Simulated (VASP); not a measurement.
# As (P6/mmm) in VASP: a series of runs, part 2 of 2

VASP 6.6.1.

## (3) Single point, PBE (volume scaled by 0.68)

INCAR reads:

```
SYSTEM = As
ALGO = Normal
EDIFF = 1E-6
ENCUT = 520
GGA = PE
ISIF = 2
ISMEAR = -1
LASPH = .True.
LCHARG = .False.
LREAL = .False.
LWAVE = .False.
NBANDS = 14
NELM = 80
PREC = Accurate
SIGMA = 0.1
```

KPOINTS reads:

```
k-points
0
Gamma
  8 8 10
  0 0 0
```

POSCAR reads:

```
As
1.0
    4.2751640562      0.0000000000      0.0000000000
   -2.1375820281      3.7024006780      0.0000000000
    0.0000000000      0.0000000000      2.4854948962
As
3
Direct
    0.0000000000      0.0000000000      0.0000000000
    0.3333333333      0.6666666667      0.5000000000
    0.6666666667      0.3333333333      0.5000000000
```

Potentials or basis: VASP PAW PBE potentials, release 64 (As).

The run is started by

```
$ cat potpaw_PBE.64/As/POTCAR > POTCAR
$ mpirun -np 1 vasp_std > vasp.out
```

OUTCAR:

```text
SYSTEM = As
   EDIFF = 1E-6
   ENCUT = 520
   GGA = PE
   ISIF = 2
   ISMEAR = -1
   LASPH = .True.
   LREAL = .False.
   NELM = 80
   PREC = Accurate

 ion  position               nearest neighbor table
   1  0.000  0.000  0.000-   2 2.76   3 2.76   2 2.76   3 2.76   2 2.76   2 2.76   3 2.76   3 2.76
                             3 2.76   3 2.76   2 2.76   2 2.76
   2  0.333  0.667  0.500-   3 2.47   3 2.47   3 2.47   1 2.76   1 2.76   1 2.76   1 2.76   1 2.76
                             1 2.76
   3  0.667  0.333  0.500-   2 2.47   2 2.47   2 2.47   1 2.76   1 2.76   1 2.76   1 2.76   1 2.76
                             1 2.76

  LATTYP: Found a hexagonal cell.
 ALAT       =     4.2751640562
 C/A-ratio  =     0.5813800040

  Lattice vectors:

 A1 = (   4.2751640562,   0.0000000000,   0.0000000000)
 A2 = (  -2.1375820281,   3.7024006780,   0.0000000000)
 A3 = (   0.0000000000,   0.0000000000,   2.4854948962)

Analysis of symmetry for initial positions (statically):
=====================================================================
 Subroutine PRICEL returns:
 Original cell was already a primitive cell.

 Routine SETGRP: Setting up the symmetry group for a
 hexagonal supercell.

 Subroutine GETGRP returns: Found 24 space group operations
 (whereof 24 operations were pure point group operations)
 out of a pool of 24 trial point group operations.

The static configuration has the point symmetry D_6h.

Analysis of symmetry for dynamics (positions and initial velocities):
=====================================================================
 Subroutine PRICEL returns:
 Original cell was already a primitive cell.

 Routine SETGRP: Setting up the symmetry group for a
 hexagonal supercell.

 Subroutine GETGRP returns: Found 24 space group operations
 (whereof 24 operations were pure point group operations)
 out of a pool of 24 trial point group operations.

The dynamic configuration has the point symmetry D_6h.

 Subroutine INISYM returns: Found 24 space group operations
 (whereof 24 operations are pure point group operations),
 and found     1 'primitive' translations

----------------------------------------------------------------------------------------

                                     Primitive cell

  volume of cell :      39.3413

  direct lattice vectors                    reciprocal lattice vectors
     4.275164056  0.000000000  0.000000000     0.233909152  0.135047512  0.000000000
    -2.137582028  3.702400678  0.000000000     0.000000000  0.270095024  0.000000000
     0.000000000  0.000000000  2.485494896     0.000000000  0.000000000  0.402334361

  length of vectors
     4.275164056  4.275164056  2.485494896     0.270095024  0.270095024  0.402334361

  position of ions in fractional coordinates (direct lattice)
     0.000000000  0.000000000  0.000000000
     0.333333333  0.666666667  0.500000000
     0.666666667  0.333333333  0.500000000

  ion indices of the primitive-cell ions
   primitive index   ion index
                 1           1
                 2           2
                 3           3

----------------------------------------------------------------------------------------

 KPOINTS: k-points

Automatic generation of k-mesh.
 Grid dimensions read from file:
 generate k-points for:    8    8   10

 Generating k-lattice:

  Cartesian coordinates                     Fractional coordinates (reciprocal lattice)
     0.029238644  0.016880939  0.000000000     0.125000000  0.000000000  0.000000000
     0.000000000  0.033761878  0.000000000     0.000000000  0.125000000  0.000000000
     0.000000000  0.000000000  0.040233436     0.000000000  0.000000000  0.100000000

  Length of vectors
     0.033761878  0.033761878  0.040233436

  Shift w.r.t. Gamma in fractional coordinates (k-lattice)
     0.000000000  0.000000000  0.000000000

 Subroutine IBZKPT returns following result:
 ===========================================

 Found     60 irreducible k-points:

 Following reciprocal coordinates:
            Coordinates               Weight
  0.000000  0.000000  0.000000      1.000000
  0.125000  0.000000  0.000000      6.000000
  0.250000  0.000000  0.000000      6.000000
  0.375000  0.000000  0.000000      6.000000
  0.500000  0.000000  0.000000      3.000000
  0.125000  0.125000  0.000000      6.000000
[... 16 lines left out ...]
  0.250000  0.000000  0.200000     12.000000
  0.375000  0.000000  0.200000     12.000000
 [... further k-points ...]
   k-points           NKPTS =     60   k-points in BZ     NKDIM =     60   number of bands    NBANDS=     14
   number of dos      NEDOS =    301   number of ions     NIONS =      3
   total plane-waves  NPLWV =  18432
   dimension x,y,z NGX =    32 NGY =   32 NGZ =   18
   dimension x,y,z NGXF=    64 NGYF=   64 NGZF=   36
   ions per type =               3
   NGX,Y,Z   is equivalent  to a cutoff of  12.44, 12.44, 12.04 a.u.
   NGXF,Y,Z  is equivalent  to a cutoff of  24.89, 24.89, 24.08 a.u.
 SYSTEM =  As
   PREC   = accura    normal or accurate (medium, high low for compatibility)
   ISTART =      0    job   : 0-new  1-cont  2-samecut
   ICHARG =      2    charge: 1-file 2-atom 10-const
   ISPIN  =      1    spin polarized calculation?
   LNONCOLLINEAR =      F non collinear calculations
   LSORBIT =      F    spin-orbit coupling
   LASPH  =      T    aspherical Exc in radial PAW
   ENCUT  =  520.0 eV  38.22 Ry    6.18 a.u.   7.95  7.95  4.62*2*pi/ulx,y,z
   NELM   =     80;   NELMIN=  2; NELMDL= -5     # of ELM steps
   EDIFF  = 0.1E-05   stopping-criterion for ELM
   LREAL  =      F    real-space projection
   EDIFFG = 0.1E-04   stopping-criterion for IOM
   NSW    =      0    number of steps for IOM
   IBRION =     -1    ionic relax: 0-MD 1-quasi-New 2-CG
   NFREE  =      0    steps in history (QN), initial steepest desc. (CG)
   ISIF   =      2    stress and relaxation
   ISYM   =      2    0-nonsym 1-usesym 2-fastsym
   POTIM  = 0.5000    time-step for ionic-motion
   TEBEG  =    0.0;   TEEND  =   0.0 temperature during run
   PSTRESS=    0.0 pullay stress
   NELECT =      15.0000    total number of electrons
   NUPDOWN=      -1.0000    fix difference up-down
   EMIN   =  10.00;   EMAX   =-10.00  energy-range for DOS
   EFERMI =   0.00;   METHOD = LEGACY
   ISMEAR =    -1;   SIGMA  =   0.10  broadening in eV -4-tet -1-fermi 0-gaus
   EFERMI_NEDOS =   21; number of points for ismear=-14 and -15
   IALGO  =     38    algorithm
   IMIX   =      4    mixing-type and parameters
     AMIX     =   0.40;   BMIX     =  1.00
     AMIX_MAG =   1.60;   BMIX_MAG =  1.00
  volume/ion in A,a.u.               =      13.11        88.50
  Fermi-wavevector in a.u.,A,eV,Ry     =   1.187104  2.243302 19.173557  1.409217
  Thomas-Fermi vector in A             =   2.323263
   LORBIT       =      0    0 simple, 1 ext, 2 COOP (PROOUT), +10 PAW based schemes
   GGA     = PE    functional components
[... 5 lines left out ...]
 non-spin polarized calculation
  energy-cutoff  :      520.00
  volume of cell :       39.34
 maximum number of plane-waves:      1078
 NGX is ok and might be reduce to    32
   NGX = 15   NGY = 15   NGZ =  9

 number of electron      14.9999998 magnetization

 Free energy of the ion-electron system (eV)
  ---------------------------------------------------
  ext. energy  EPLUGINS =         0.00000000
  ---------------------------------------------------
  free energy    TOTEN  =        -9.78046722 eV

  energy without entropy =       -9.74338514  energy(sigma->0) =       -9.76192618

 E-fermi :  11.5462     XC(G=0): -12.4798

 val. band max:       11.5110007758   @ k =   0.3750   0.2500   0.2000
 cond. band min:      11.5826967708   @ k =   0.2500   0.2500   0.5000
 fundamental gap:      0.0716959950
 Fermi energy:        11.5462282690

 k-point     1 :       0.0000    0.0000    0.0000
  band No.  band energies     occupation
      1      -7.7176      2.00000
      2       1.3754      2.00000
      3       1.4829      2.00000
      4       4.3665      2.00000
      5       4.3665      2.00000
      6       4.6538      2.00000
      7       4.6538      2.00000
      8      15.0517      0.00000
      9      19.3780      0.00000
     10      20.6328      0.00000
     11      20.6328      0.00000
     12      22.1957      0.00000
     13      22.2555      0.00000
     14      26.1085      0.00000
[... 377 lines left out ...]
      1      -5.2078      2.00000
      2      -2.4952      2.00000
      3       0.6663      2.00000
      4       2.8232      2.00000
      5       8.7121      2.00000
      6      10.0639      2.00000
      7      10.9212      1.99615
      8      11.9704      0.02835
      9      14.2502      0.00000
     10      14.4528      0.00000
     11      15.2571      0.00000
     12      15.5129      0.00000
     13      19.3976      0.00000
     14      22.6553      0.00000

 [... further k-points ...]
[... 5 lines left out ...]
  --------------------------------------------------------------------------------------
  -------------------------------------------------------------------------------------
  Total       17.5698999     17.5698999     17.5622499      0.0000000      0.0000000      0.0000000
  in kB      715.5348514    715.5348514    715.2233041      0.0000000      0.0000000      0.0000000
  external PRESSURE =     715.4310023 kB  Pullay stress =       0.0000000 kB

 VOLUME and BASIS-vectors are now :
 -----------------------------------------------------------------------------
  energy-cutoff  :      520.00
  volume of cell :       39.34
      direct lattice vectors                 reciprocal lattice vectors
     4.275164056  0.000000000  0.000000000     0.233909152  0.135047512  0.000000000
    -2.137582028  3.702400678  0.000000000     0.000000000  0.270095024  0.000000000
     0.000000000  0.000000000  2.485494896     0.000000000  0.000000000  0.402334361

 POSITION                                       TOTAL-FORCE (eV/Angst)
 -----------------------------------------------------------------------------------
      0.00000      0.00000      0.00000        -0.000000      0.000000      0.000000
     -0.00000      2.46827      1.24275         0.000000      0.000000     -0.000000
      2.13758      1.23413      1.24275        -0.000000      0.000000      0.000000
 -----------------------------------------------------------------------------------
    total drift:                               -0.000000      0.000000      0.000000

  FREE ENERGIE OF THE ION-ELECTRON SYSTEM (eV)
  ---------------------------------------------------
  free  energy   TOTEN  =        -9.7804672220 eV

  energy  without entropy=       -9.7433851448  energy(sigma->0) =       -9.76192618
```

OSZICAR:

```text
N       E                     dE             d eps       ncg     rms          rms(c)
DAV:   1     0.460710193665E+02    0.46071E+02   -0.64282E+03  1680   0.926E+02
DAV:   2    -0.778092483232E+01   -0.53852E+02   -0.50053E+02  2220   0.152E+02
DAV:   3    -0.982881573474E+01   -0.20479E+01   -0.20210E+01  2112   0.284E+01
DAV:   4    -0.983536486756E+01   -0.65491E-02   -0.65442E-02  1872   0.172E+00
DAV:   5    -0.983537360162E+01   -0.87341E-05   -0.87325E-05  2136   0.628E-02    0.685E+00
DAV:   6    -0.980001792847E+01    0.35356E-01   -0.24758E-03  1896   0.406E-01    0.411E+00
DAV:   7    -0.978046487875E+01    0.19553E-01   -0.55045E-03  1848   0.608E-01    0.866E-02
DAV:   8    -0.978046054951E+01    0.43292E-05   -0.20828E-04  2058   0.972E-02    0.404E-02
DAV:   9    -0.978047013406E+01   -0.95845E-05   -0.18605E-05  2010   0.317E-02    0.170E-02
DAV:  10    -0.978046753527E+01    0.25988E-05   -0.49915E-07  1164   0.530E-03    0.340E-03
DAV:  11    -0.978046722196E+01    0.31332E-06   -0.11437E-07  1026   0.254E-03
   1 F= -.97804672E+01 E0= -.97619262E+01  d E =-.370821E-01
```

It took 17 s on 1 thread of Intel Xeon Platinum 8259CL at 2.50GHz (Skylake/Cascade Lake), shared host; peak memory 0.15 GiB.

What came out:

```yaml
Free_energy: -9.7805 eV
Pressure: 71.5 GPa
```

Levels at points of the mesh, in eV from the Fermi level:
```
           k point  band 4  band 5  band 6  band 7  band 8  band 9  band 10  band 11  band 12  band 13
(0.00, 0.00, 0.00)   -7.18   -7.18   -6.89   -6.89    3.51    7.83     9.09     9.09    10.65    10.71
(0.50, 0.00, 0.00)   -9.88   -1.06   -0.79    0.87    1.18    3.35     6.14     6.19     8.22     9.38
(0.00, 0.00, 0.50)   -4.06   -3.93   -3.78   -3.45   -3.45   -1.28    -1.28    -0.26    -0.26     2.70
(0.50, 0.00, 0.50)   -9.09   -6.06   -5.36   -4.99   -2.49    2.89     3.63     5.36     5.39     7.75
```
